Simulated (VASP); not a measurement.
# Cd3Te2 (P-3m1) in VASP: single point with PBE

Aim: the single point of Cd3Te2 with PBE.

All numbers are computed with VASP 6.6.1; they aren't measurements. Logs are shortened: lines on timing, memory, paths and dates and some standing lists are left out, and cuts for length are marked.

## (1) The cell of the first run

The structure is trigonal, space group P-3m1 (No. 164). Conventional cell: a = 4.676 Å, b = 4.676 Å, c = 9.988 Å, α = 90.00°, β = 90.00°, γ = 120.00°. Cd (site symmetry 3m) has 4 Te at 2.87 to 3.06 Å and 3 Cd at 3.41 Å within 3.8 Å. Within 5.3 Å of Cd (site symmetry -3m) lie 6 Te at 4.02 Å and 12 Cd at 4.68 to 4.79 Å. Within 3.8 Å of Te (site symmetry 3m) lie 4 Cd at 2.87 to 3.06 Å.

## (2) Single point, PBE

The input, INCAR:

```
PREC     = Accurate       # precision mode
ENCUT    = 520            # plane-wave cutoff, eV
EDIFF    = 1E-6           # SCF threshold, eV
ISMEAR   = 0              # smearing method
SIGMA    = 0.02           # smearing width, eV
LREAL    = F              # projectors in reciprocal space
LASPH    = T              # aspherical terms in the spheres
NELM     = 100            # most SCF steps
ALGO     = Normal         # electronic algorithm
ISIF     = 2              # what is computed and relaxed
LWAVE    = F              # write WAVECAR
LCHARG   = F              # write CHGCAR
GGA      = PE             # functional
NBANDS   = 32             # bands
```

The input, KPOINTS:

```
regular mesh
0
Gamma
  12 12 4
```

The input, POSCAR:

```
Cd3Te2
1.0
    4.6764766641      0.0000000000      0.0000000000
   -2.3382383321      4.0499475913      0.0000000000
    0.0000000000      0.0000000000      9.9875605363
Cd Te
3 2
Direct
    0.3333333333      0.6666666667      0.6040064573
    0.6666666667      0.3333333333      0.3959935427
    0.0000000000      0.0000000000      0.0000000000
    0.6666666667      0.3333333333      0.7021330934
    0.3333333333      0.6666666667      0.2978669066
```

Potentials or basis: VASP PAW PBE potentials, release 64 (Cd, Te).

The run is started by

```console
$ cat potpaw_PBE.64/Cd/POTCAR potpaw_PBE.64/Te/POTCAR > POTCAR
$ mpirun -np 1 vasp_std > vasp.out
```

OUTCAR:

```text
PREC = Accurate
   ENCUT = 520
   EDIFF = 1E-6
   ISMEAR = 0
   LREAL = F
   LASPH = T
   NELM = 100
   ISIF = 2
   GGA = PE

 ion  position               nearest neighbor table
   1  0.333  0.667  0.604-   4 2.87   4 2.87   4 2.87   5 3.06   2 3.41   2 3.41   2 3.41
   2  0.667  0.333  0.396-   5 2.87   5 2.87   5 2.87   4 3.06   1 3.41   1 3.41   1 3.41
   3  0.000  0.000  0.000-
   4  0.667  0.333  0.702-   1 2.87   1 2.87   1 2.87   2 3.06
   5  0.333  0.667  0.298-   2 2.87   2 2.87   2 2.87   1 3.06

  LATTYP: Found a hexagonal cell.
 ALAT       =     4.6764766641
 C/A-ratio  =     2.1357019940

  Lattice vectors:

 A1 = (   4.6764766641,   0.0000000000,   0.0000000000)
 A2 = (  -2.3382383321,   4.0499475913,   0.0000000000)
 A3 = (   0.0000000000,   0.0000000000,   9.9875605363)

Analysis of symmetry for initial positions (statically):
=====================================================================
 Subroutine PRICEL returns:
 Original cell was already a primitive cell.

 Routine SETGRP: Setting up the symmetry group for a
 hexagonal supercell.

 Subroutine GETGRP returns: Found 12 space group operations
 (whereof 12 operations were pure point group operations)
 out of a pool of 24 trial point group operations.

The static configuration has the point symmetry D_3d.

Analysis of symmetry for dynamics (positions and initial velocities):
=====================================================================
 Subroutine PRICEL returns:
 Original cell was already a primitive cell.

 Routine SETGRP: Setting up the symmetry group for a
 hexagonal supercell.

 Subroutine GETGRP returns: Found 12 space group operations
 (whereof 12 operations were pure point group operations)
 out of a pool of 24 trial point group operations.

The dynamic configuration has the point symmetry D_3d.

 Subroutine INISYM returns: Found 12 space group operations
 (whereof 12 operations are pure point group operations),
 and found     1 'primitive' translations

----------------------------------------------------------------------------------------

                                     Primitive cell

  volume of cell :     189.1593

[... 84 lines left out ...]
 SYSTEM =  unknown system
   PREC   = accura    normal or accurate (medium, high low for compatibility)
   ISTART =      0    job   : 0-new  1-cont  2-samecut
   ICHARG =      2    charge: 1-file 2-atom 10-const
   ISPIN  =      1    spin polarized calculation?
   LNONCOLLINEAR =      F non collinear calculations
   LSORBIT =      F    spin-orbit coupling
   LASPH  =      T    aspherical Exc in radial PAW
   ENCUT  =  520.0 eV  38.22 Ry    6.18 a.u.   8.70  8.70 18.57*2*pi/ulx,y,z
   NELM   =    100;   NELMIN=  2; NELMDL= -5     # of ELM steps
   EDIFF  = 0.1E-05   stopping-criterion for ELM
   LREAL  =      F    real-space projection
   EDIFFG = 0.1E-04   stopping-criterion for IOM
   NSW    =      0    number of steps for IOM
   IBRION =     -1    ionic relax: 0-MD 1-quasi-New 2-CG
   NFREE  =      0    steps in history (QN), initial steepest desc. (CG)
   ISIF   =      2    stress and relaxation
   ISYM   =      2    0-nonsym 1-usesym 2-fastsym
   POTIM  = 0.5000    time-step for ionic-motion
   TEBEG  =    0.0;   TEEND  =   0.0 temperature during run
   PSTRESS=    0.0 pullay stress
   NELECT =      48.0000    total number of electrons
   NUPDOWN=      -1.0000    fix difference up-down
   EMIN   =  10.00;   EMAX   =-10.00  energy-range for DOS
   EFERMI =   0.00;   METHOD = LEGACY
   ISMEAR =     0;   SIGMA  =   0.02  broadening in eV -4-tet -1-fermi 0-gaus
   EFERMI_NEDOS =   21; number of points for ismear=-14 and -15
   IALGO  =     38    algorithm
   IMIX   =      4    mixing-type and parameters
     AMIX     =   0.40;   BMIX     =  1.00
     AMIX_MAG =   1.60;   BMIX_MAG =  1.00
  volume/ion in A,a.u.               =      37.83       255.30
  Fermi-wavevector in a.u.,A,eV,Ry     =   1.036444  1.958596 14.615612  1.074217
  Thomas-Fermi vector in A             =   2.170836
   LORBIT       =      0    0 simple, 1 ext, 2 COOP (PROOUT), +10 PAW based schemes
   GGA     = PE    functional components
   LHFCALC =     F    Hartree Fock is set to
   AEXX    =    0.0000 exact exchange contribution
   IVDW    =     0    specifies the selected vdW correction
   LEPSILON=     F    determine dielectric tensor
   LRPA    =     F    only Hartree local field effects (RPA)
 non-spin polarized calculation
 Gauss-broadening in eV      SIGMA  =   0.02
  energy-cutoff  :      520.00
  volume of cell :      189.16
 maximum number of plane-waves:      5118
 NGX is ok and might be reduce to    36
   NGX = 17   NGY = 17   NGZ = 37

 number of electron      48.0000001 magnetization

 Free energy of the ion-electron system (eV)
  ---------------------------------------------------
  ext. energy  EPLUGINS =         0.00000000
  ---------------------------------------------------
  free energy    TOTEN  =        -9.42521994 eV

  energy without entropy =       -9.42521994  energy(sigma->0) =       -9.42521994

 E-fermi :   1.6390     XC(G=0):  -8.1510

 val. band max:        1.5159751210   @ k =   0.0833   0.0000   0.5000
 cond. band min:       1.7335399743   @ k =   0.0000   0.0000   0.0000
 fundamental gap:      0.2175648533
 Fermi energy:         1.6389991568

 k-point     1 :       0.0000    0.0000    0.0000
  band No.  band energies     occupation
      1      -9.8989      2.00000
      2      -9.6716      2.00000
      3      -7.3795      2.00000
      4      -7.3795      2.00000
      5      -7.3219      2.00000
      6      -7.3219      2.00000
[... 829 lines left out ...]
     31       6.2479      0.00000
     32       6.5201      0.00000

 [... further k-points ...]
[... 5 lines left out ...]
  --------------------------------------------------------------------------------------
  -------------------------------------------------------------------------------------
  Total        0.0920995      0.0920995      0.1316812     -0.0000000      0.0000000      0.0000000
  in kB        0.7800823      0.7800823      1.1153385     -0.0000000      0.0000000      0.0000000
  external PRESSURE =       0.8918343 kB  Pullay stress =       0.0000000 kB

 VOLUME and BASIS-vectors are now :
 -----------------------------------------------------------------------------
  energy-cutoff  :      520.00
  volume of cell :      189.16
      direct lattice vectors                 reciprocal lattice vectors
     4.676476664  0.000000000  0.000000000     0.213836200  0.123458388  0.000000000
    -2.338238332  4.049947591  0.000000000     0.000000000  0.246916775  0.000000000
     0.000000000  0.000000000  9.987560536     0.000000000  0.000000000  0.100124550

 POSITION                                       TOTAL-FORCE (eV/Angst)
 -----------------------------------------------------------------------------------
     -0.00000      2.69997      6.03255         0.000000     -0.000000      0.001019
      2.33824      1.34998      3.95501        -0.000000      0.000000     -0.001019
      0.00000      0.00000      0.00000         0.000000      0.000000     -0.000000
      2.33824      1.34998      7.01260         0.000000      0.000000      0.022427
     -0.00000      2.69997      2.97496         0.000000     -0.000000     -0.022427
 -----------------------------------------------------------------------------------
    total drift:                                0.000000      0.000000      0.000000

  FREE ENERGIE OF THE ION-ELECTRON SYSTEM (eV)
  ---------------------------------------------------
  free  energy   TOTEN  =        -9.4252199414 eV

  energy  without entropy=       -9.4252199414  energy(sigma->0) =       -9.42521994
```

OSZICAR:

```text
N       E                     dE             d eps       ncg     rms          rms(c)
DAV:   1     0.308058804056E+03    0.30806E+03   -0.21619E+04  4424   0.130E+03
DAV:   2     0.543351644991E+01   -0.30263E+03   -0.28863E+03  4984   0.317E+02
DAV:   3    -0.974472938546E+01   -0.15178E+02   -0.15069E+02  5328   0.726E+01
DAV:   4    -0.994734477139E+01   -0.20262E+00   -0.20258E+00  5072   0.717E+00
DAV:   5    -0.995004709576E+01   -0.27023E-02   -0.27023E-02  5400   0.834E-01    0.793E+00
DAV:   6    -0.943992273197E+01    0.51012E+00   -0.96674E-01  4672   0.835E+00    0.673E+00
DAV:   7    -0.942524041293E+01    0.14682E-01   -0.35223E-01  4872   0.259E+00    0.246E+00
DAV:   8    -0.942477560324E+01    0.46481E-03   -0.36509E-02  4496   0.160E+00    0.689E-01
DAV:   9    -0.942531320511E+01   -0.53760E-03   -0.66788E-03  4832   0.675E-01    0.121E-01
DAV:  10    -0.942514570544E+01    0.16750E-03   -0.10761E-03  4744   0.321E-01    0.395E-02
DAV:  11    -0.942519778431E+01   -0.52079E-04   -0.20129E-04  4776   0.690E-02    0.409E-02
DAV:  12    -0.942520233222E+01   -0.45479E-05   -0.27898E-05  4936   0.396E-02    0.173E-02
DAV:  13    -0.942522033118E+01   -0.17999E-04   -0.33246E-05  4464   0.262E-02    0.351E-02
DAV:  14    -0.942521994142E+01    0.38976E-06   -0.19325E-06  4192   0.554E-03
   1 F= -.94252199E+01 E0= -.94252199E+01  d E =-.387067E-14
```

stdout:

```text
POSCAR found type information on POSCAR CdTe
 POSCAR found :  2 types and       5 ions
 scaLAPACK will be used
 LDA part: xc-table for (Slater+PW92), standard interpolation
 POSCAR, INCAR and KPOINTS ok, starting setup
 FFT: planning ... GRIDC
 FFT: planning ... GRID_SOFT
 FFT: planning ... GRID
 WAVECAR not read
 entering main loop
```

It took 5 min on 1 thread of Intel Xeon Platinum 8488C (Sapphire Rapids), shared host; peak memory 0.53 GiB.

Results:

| Property | Result |
| --- | --- |
| Free energy | -9.4252 eV |
| Pressure | 0.1 GPa |
| Largest force | 0.022 eV/Å |
| Band gap on the k mesh | 0.22 eV, indirect (least direct gap 0.50 eV) |

Forces in eV/Å, atoms in the order of the input:
```
Cd   0.000  0.000  0.001
Cd   0.000  0.000 -0.001
Cd   0.000  0.000  0.000
Te   0.000  0.000  0.022
Te   0.000  0.000 -0.022
```

Caveat: spin-orbit coupling is left out, which moves the levels of the heavy elements.
